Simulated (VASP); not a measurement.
Input of a VASP 6.6.1 run:

INCAR

```
  PREC = Accurate
  ENCUT = 500
  EDIFF = 1E-6
  ISMEAR = 0
  SIGMA = 0.01
  LREAL = False
  LASPH = True
  NELM = 120
  ALGO = Normal
  ISIF = 2
  LWAVE = False
  LCHARG = False
  GGA = PS
  NBANDS = 11
  GGA_COMPAT = False
```

The input KPOINTS:

```
regular mesh
0
Gamma
  8 8 8
```

POSCAR

```
AlAs
1.0
    0.0000000000      2.7613769572      2.7613769572
    2.7613769572      0.0000000000      2.7613769572
    2.7613769572      2.7613769572      0.0000000000
Al As
1 1
Direct
    0.0000000000      0.0000000000      0.0000000000
    0.7500000000      0.7500000000      0.7500000000
```

Potentials or basis: VASP PAW PBE potentials, release 64 (Al, As).

Launch:

```sh
$ cat potpaw_PBE.64/Al/POTCAR potpaw_PBE.64/As/POTCAR > POTCAR
$ mpirun -np 1 vasp_std > vasp.out
```

Predict the band gap on the k mesh.

1.18 eV, indirect (least direct gap 2.57 eV).

Estimate the pressure.

7.4 GPa.

Caveat: the PAW data sets were made with another functional, which shifts forces and pressure a little. A k mesh can miss the band edges.
